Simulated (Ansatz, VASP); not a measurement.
One calculation of NaCl, two programs

```xyz
2
Lattice="0.0000 2.7907 2.7907 2.7907 0.0000 2.7907 2.7907 2.7907 0.0000" Properties=species:S:1:pos:R:3 pbc="T T T"
Na    0.0000    0.0000    0.0000
Cl    2.7907    2.7907    2.7907
```

Alike in both runs: functional PBE; dispersion D3(BJ); k mesh 8 × 8 × 8; occupations gaussian, width 0.02 eV; no spin polarisation.

Ansatz relaxed the structure, and its values are those at the end. VASP's run is a single point on that final structure, the one shown.

|  | VASP | Ansatz |
| --- | --- | --- |
| version | VASP 6.6.1 | Ansatz 0.2.0 |
| potentials or method | VASP PAW PBE potentials, release 64 (Na_pv, Cl), cutoff 520 eV | scalar-relativistic, plane waves, PAW |
| valence electrons in the cell | 14 | 16 |

```tsv
	VASP	Ansatz	Ansatz less VASP
gap on the k mesh at the Fermi level (eV)	5.23	5.23	0.000
least direct gap on the mesh (eV)	5.23	5.23	0.000
pressure (GPa)	-0.1	0.0	+0.03
```

VASP's potentials hold 14 valence electrons a cell and Ansatz's 16, so a difference there can come from the potentials and not from the codes.
